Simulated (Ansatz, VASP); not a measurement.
**Ir in VASP and in Ansatz**

The input INCAR:

```
PREC     = Accurate       # precision mode
ENCUT    = 520            # plane-wave cutoff, eV
EDIFF    = 1E-7           # SCF threshold, eV
ISMEAR   = 0              # smearing method
SIGMA    = 0.15           # smearing width, eV
LREAL    = False          # projectors in reciprocal space
LASPH    = True           # aspherical terms in the spheres
NELM     = 80             # most SCF steps
ALGO     = Fast           # electronic algorithm
ISIF     = 2              # what is computed and relaxed
LWAVE    = False          # write WAVECAR
LCHARG   = True           # write CHGCAR
GGA      = PE             # functional
LELF     = True           # ELF
LVHAR    = True         
NBANDS   = 10             # bands
```

Contents of KPOINTS:

```
regular mesh
0
Gamma
  22 22 22
```

File POSCAR:

```
Ir
1.0
    0.0000000000      1.9197000000      1.9772910000
    1.9197000000      0.0000000000      1.9772910000
    1.9197000000      1.9197000000      0.0000000000
Ir
1
Direct
    0.0000000000      0.0000000000      0.0000000000
```

Input for Ansatz:

```yaml
crystal:
  lattice:
    - [0.0, 1.9197, 1.977291]
    - [1.9197, 0.0, 1.977291]
    - [1.9197, 1.9197, 0.0]
  atoms:
    - { symbol: Ir, position: [0.0, 0.0, 0.0] }
basis:
  ecutwfc: 420
kpoints:
  mp_grid: { grid: [22, 22, 22] }
hamiltonian:
  xc: pbe
scf:
  occupations: { method: gaussian, width: 0.15 }
output:
  forces: true
  stress: true
  eigenvalues: true
```

Change from the starting cell: strain +0.0300 x Voigt [0, 0, 1, 0, 0, 0], atoms carried along.

Alike in both runs: task single point; functional PBE; k mesh 22 × 22 × 22; occupations gaussian, width 0.15 eV; no spin polarisation.

```csv
,VASP,Ansatz
version,VASP 6.6.1,Ansatz 0.2.0
potentials or method,"VASP PAW PBE potentials, release 64 (Ir), cutoff 520 eV","scalar-relativistic, plane waves, PAW"
valence electrons in the cell,9,17
```

```tsv
	VASP	Ansatz	Ansatz less VASP
gap on the k mesh at the Fermi level (eV)	none	none	-
pressure (GPa)	-1.0	-1.5	-0.48
traceless stress, the component that is largest in VASP (GPa)	-6.84	-6.89	-0.050
```

A gap of «none» marks a metal or a gap that the smearing closes. VASP's potentials hold 9 valence electrons a cell and Ansatz's 17, so a difference there can come from the potentials and not from the codes.

Neither program's run includes spin-orbit coupling.
